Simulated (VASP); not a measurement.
# Na3Cl2 (P1) in VASP: single point with PBE

Aim: the single point of Na3Cl2 with PBE.

All numbers are computed with VASP 6.6.1; they aren't measurements. Logs are shortened: lines on timing, memory, paths and dates and some standing lists are left out, and cuts for length are marked.

### Step 1. The cell of the first run

The typed cell holds 5 atoms: a = 10.321 Å, b = 10.321 Å, c = 3.528 Å, α = 90.00°, β = 90.00°, γ = 160.36°.

### Step 2. Single point, PBE

The input, INCAR:

```
ALGO = Normal ; EDIFF = 1E-6
ENCUT = 1130 ; GGA = PE
GGA_COMPAT = False ; ISIF = 2
ISMEAR = 0 ; LASPH = True
LCHARG = False ; LREAL = False
LWAVE = False ; NBANDS = 28
NELM = 120 ; PREC = Accurate
SIGMA = 0.1
```

The input, KPOINTS:

```
k-points
0
Gamma
  1 1 1
```

The input, POSCAR:

```
Na3Cl2
1.0
    1.7599510000    -10.1702560000      0.0000000000
    1.7599510000     10.1702560000      0.0000000000
    0.0000000000      0.0000000000      3.5276360000
Na Cl
3 2
Direct
    0.4751170203      0.4829806234     -0.0454117742
    0.3092611399      0.6541220272      0.0307396415
    0.6698866390      0.3371485750     -0.0490710518
    0.9025967872      0.0750013778      0.5086826344
    0.0777324387      0.9028219632      0.4885282378
```

Potentials or basis: VASP PAW PBE potentials, release 64 (Na_sv, Cl).

Run with:

```bash
$ cat potpaw_PBE.64/Na_sv/POTCAR potpaw_PBE.64/Cl/POTCAR > POTCAR
$ mpirun -np 1 vasp_gam > vasp.out
```

OUTCAR:

```text
EDIFF = 1E-6
   ENCUT = 1130
   GGA = PE
   ISIF = 2
   ISMEAR = 0
   LASPH = True
   LREAL = False
   NELM = 120
   PREC = Accurate

 ion  position               nearest neighbor table
   1  0.475  0.483  0.955-
   2  0.309  0.654  0.031-
   3  0.670  0.337  0.951-
   4  0.903  0.075  0.509-
   5  0.078  0.903  0.489-

  LATTYP: Found a base centered orthorhombic cell.
 ALAT       =     3.5199020000
 B/A-ratio  =     5.7787154301
 C/A-ratio  =     1.0021972203

  Lattice vectors:

 A1 = (   1.7599510000, -10.1702560000,   0.0000000000)
 A2 = (   1.7599510000,  10.1702560000,   0.0000000000)
 A3 = (   0.0000000000,   0.0000000000,   3.5276360000)

Analysis of symmetry for initial positions (statically):
=====================================================================
 Subroutine PRICEL returns:
 Original cell was already a primitive cell.

 Routine SETGRP: Setting up the symmetry group for a
 base centered orthorhombic supercell.

 Subroutine GETGRP returns: Found  1 space group operations
 (whereof  1 operations were pure point group operations)
 out of a pool of  8 trial point group operations.

The static configuration has the point symmetry C_1 .

Analysis of symmetry for dynamics (positions and initial velocities):
=====================================================================
 Subroutine PRICEL returns:
 Original cell was already a primitive cell.

 Routine SETGRP: Setting up the symmetry group for a
 base centered orthorhombic supercell.

 Subroutine GETGRP returns: Found  1 space group operations
 (whereof  1 operations were pure point group operations)
 out of a pool of  8 trial point group operations.

The dynamic configuration has the point symmetry C_1 .

 Subroutine INISYM returns: Found  1 space group operations
 (whereof  1 operations are pure point group operations),
 and found     1 'primitive' translations

----------------------------------------------------------------------------------------

                                     Primitive cell

  volume of cell :     126.2834

  direct lattice vectors                    reciprocal lattice vectors
     1.759951000-10.170256000  0.000000000     0.284098819 -0.049162971  0.000000000
     1.759951000 10.170256000  0.000000000     0.284098819  0.049162971  0.000000000
     0.000000000  0.000000000  3.527636000     0.000000000  0.000000000  0.283475960

  length of vectors
    10.321411465 10.321411465  3.527636000     0.288321238  0.288321238  0.283475960

  position of ions in fractional coordinates (direct lattice)
     0.475117020  0.482980623  0.954588226
     0.309261140  0.654122027  0.030739641
     0.669886639  0.337148575  0.950928948
     0.902596787  0.075001378  0.508682634
     0.077732439  0.902821963  0.488528238

  ion indices of the primitive-cell ions
   primitive index   ion index
                 1           1
                 2           2
                 3           3
                 4           4
                 5           5

----------------------------------------------------------------------------------------

 KPOINTS: k-points

Automatic generation of k-mesh.
 Grid dimensions read from file:
 generate k-points for:    1    1    1

 Generating k-lattice:

  Cartesian coordinates                     Fractional coordinates (reciprocal lattice)
     0.284098819 -0.049162971  0.000000000     1.000000000  0.000000000  0.000000000
     0.284098819  0.049162971  0.000000000     0.000000000  1.000000000  0.000000000
     0.000000000  0.000000000  0.283475960     0.000000000  0.000000000  1.000000000

  Length of vectors
     0.288321238  0.288321238  0.283475960

  Shift w.r.t. Gamma in fractional coordinates (k-lattice)
     0.000000000  0.000000000  0.000000000

 Subroutine IBZKPT returns following result:
 ===========================================

 Found      1 irreducible k-points:

 Following reciprocal coordinates:
            Coordinates               Weight
  0.000000  0.000000  0.000000      1.000000
   k-points           NKPTS =      1   k-points in BZ     NKDIM =      1   number of bands    NBANDS=     28
   number of dos      NEDOS =    301   number of ions     NIONS =      5
   total plane-waves  NPLWV = 576000
   dimension x,y,z NGX =   120 NGY =  120 NGZ =   40
   dimension x,y,z NGXF=   240 NGYF=  240 NGZF=   80
   ions per type =               3   2
   NGX,Y,Z   is equivalent  to a cutoff of  19.33, 19.33, 18.85 a.u.
   NGXF,Y,Z  is equivalent  to a cutoff of  38.66, 38.66, 37.70 a.u.
 SYSTEM =  unknown system
   PREC   = accura    normal or accurate (medium, high low for compatibility)
   ISTART =      0    job   : 0-new  1-cont  2-samecut
   ICHARG =      2    charge: 1-file 2-atom 10-const
   ISPIN  =      1    spin polarized calculation?
   LNONCOLLINEAR =      F non collinear calculations
   LSORBIT =      F    spin-orbit coupling
   LASPH  =      T    aspherical Exc in radial PAW
   ENCUT  = 1130.0 eV  83.05 Ry    9.11 a.u.  28.29 28.29  9.67*2*pi/ulx,y,z
   NELM   =    120;   NELMIN=  2; NELMDL= -5     # of ELM steps
   EDIFF  = 0.1E-05   stopping-criterion for ELM
   LREAL  =      F    real-space projection
   EDIFFG = 0.1E-04   stopping-criterion for IOM
   NSW    =      0    number of steps for IOM
   IBRION =     -1    ionic relax: 0-MD 1-quasi-New 2-CG
   NFREE  =      0    steps in history (QN), initial steepest desc. (CG)
   ISIF   =      2    stress and relaxation
   ISYM   =      2    0-nonsym 1-usesym 2-fastsym
   POTIM  = 0.5000    time-step for ionic-motion
   TEBEG  =    0.0;   TEEND  =   0.0 temperature during run
   PSTRESS=    0.0 pullay stress
   NELECT =      41.0000    total number of electrons
   NUPDOWN=      -1.0000    fix difference up-down
   EMIN   =  10.00;   EMAX   =-10.00  energy-range for DOS
   EFERMI =   0.00;   METHOD = LEGACY
   ISMEAR =     0;   SIGMA  =   0.10  broadening in eV -4-tet -1-fermi 0-gaus
   EFERMI_NEDOS =   21; number of points for ismear=-14 and -15
   IALGO  =     38    algorithm
   IMIX   =      4    mixing-type and parameters
     AMIX     =   0.40;   BMIX     =  1.00
     AMIX_MAG =   1.60;   BMIX_MAG =  1.00
  volume/ion in A,a.u.               =      25.26       170.44
  Fermi-wavevector in a.u.,A,eV,Ry     =   1.125177  2.126276 17.225282  1.266022
  Thomas-Fermi vector in A             =   2.261852
   LORBIT       =      0    0 simple, 1 ext, 2 COOP (PROOUT), +10 PAW based schemes
   GGA     = PE    functional components
   LHFCALC =     F    Hartree Fock is set to
   AEXX    =    0.0000 exact exchange contribution
   IVDW    =     0    specifies the selected vdW correction
   LEPSILON=     F    determine dielectric tensor
   LRPA    =     F    only Hartree local field effects (RPA)
 non-spin polarized calculation
 Gauss-broadening in eV      SIGMA  =   0.10
  energy-cutoff  :     1130.00
  volume of cell :      126.28
 maximum number of plane-waves:      5463
 NGX is ok and might be reduce to   120
   NGX = 57   NGY = 57   NGZ = 19

 number of electron      40.9999997 magnetization

 Free energy of the ion-electron system (eV)
  ---------------------------------------------------
  ext. energy  EPLUGINS =         0.00000000
  ---------------------------------------------------
  free energy    TOTEN  =       -10.29126885 eV

  energy without entropy =      -10.23484989  energy(sigma->0) =      -10.26305937

 E-fermi :   1.2623     XC(G=0):  -7.6001

 val. band max:        1.2622567214   @ k =   0.0000   0.0000   0.0000
 cond. band min:       4.6347591420   @ k =   0.0000   0.0000   0.0000
 fundamental gap:      3.3725024206
 Fermi energy:         1.2622567214

 k-point     1 :       0.0000    0.0000    0.0000
  band No.  band energies     occupation
      1     -50.8858      2.00000
      2     -50.3900      2.00000
      3     -50.3416      2.00000
      4     -22.8308      2.00000
      5     -22.7733      2.00000
      6     -22.7703      2.00000
      7     -22.3219      2.00000
      8     -22.2875      2.00000
      9     -22.2852      2.00000
     10     -22.2738      2.00000
     11     -22.2382      2.00000
     12     -22.2364      2.00000
     13     -13.4430      2.00000
     14     -13.2452      2.00000
     15      -2.9305      2.00000
     16      -1.6916      2.00000
     17      -0.6700      2.00000
     18      -0.6598      2.00000
     19      -0.5197      2.00000
     20      -0.5092      2.00000
     21       1.2623      1.00000
     22       4.6348      0.00000
     23       4.7855      0.00000
     24       7.2673      0.00000
     25       8.3922      0.00000
     26       8.5424      0.00000
     27       9.3968      0.00000
     28      10.1135      0.00000

------------------------ aborting loop because EDIFF is reached ----------------------------------------

  FORCE on cell =-STRESS in cart. coord.  units (eV):
  Direction    XX          YY          ZZ          XY          YZ          ZX
  --------------------------------------------------------------------------------------
  -------------------------------------------------------------------------------------
  Total        8.7264561      1.6309666      8.3794704     -0.0149638     -0.1098025      0.0009322
  in kB      110.7139307     20.6923318    106.3116677     -0.1898477     -1.3930816      0.0118266
  external PRESSURE =      79.2393101 kB  Pullay stress =       0.0000000 kB

 VOLUME and BASIS-vectors are now :
 -----------------------------------------------------------------------------
  energy-cutoff  :     1130.00
  volume of cell :      126.28
      direct lattice vectors                 reciprocal lattice vectors
     1.759951000-10.170256000  0.000000000     0.284098819 -0.049162971  0.000000000
     1.759951000 10.170256000  0.000000000     0.284098819  0.049162971  0.000000000
     0.000000000  0.000000000  3.527636000     0.000000000  0.000000000  0.283475960

 POSITION                                       TOTAL-FORCE (eV/Angst)
 -----------------------------------------------------------------------------------
      1.68620      0.07997      3.36744         0.008106     -0.054158      0.028385
      1.69551      3.50732      0.10844         0.009205      0.110991      0.016280
      1.77233     -3.38403      3.35453        -0.017228     -0.113951      0.015445
      1.72052     -8.41686      1.79445        -0.012141      0.218781     -0.014575
      1.72573      8.39137      1.72335         0.012058     -0.161662     -0.045535
 -----------------------------------------------------------------------------------
    total drift:                               -0.000166      0.000402     -0.000043

  FREE ENERGIE OF THE ION-ELECTRON SYSTEM (eV)
  ---------------------------------------------------
  free  energy   TOTEN  =       -10.2912688485 eV

  energy  without entropy=      -10.2348498901  energy(sigma->0) =      -10.26305937
```

Run time: 57 s. Hardware: 1 thread of AMD EPYC 7R13 (Zen 3), shared host; peak memory 0.84 GiB.

What came out:

| Property | Result |
| --- | --- |
| Free energy | -10.2913 eV |
| Pressure | 7.9 GPa |
| Largest force | 0.220 eV/Å |
| Band gap on the k mesh | zero (an odd number of electrons rules out a gap without spin polarisation) |

Forces on the atoms (eV/Å):
```
Na   0.008 -0.054  0.028
Na   0.009  0.111  0.016
Na  -0.017 -0.114  0.015
Cl  -0.012  0.219 -0.015
Cl   0.012 -0.162 -0.046
```

Caveat: the k points lie up to 1.81 Å⁻¹ apart, too coarse for converged energies and pressures of a metal; an odd number of electrons without spin polarisation forces a metal; a magnetic or distorted state may lie lower.

The gap in the log of VASP goes by the Fermi energy; the results here count the filled bands.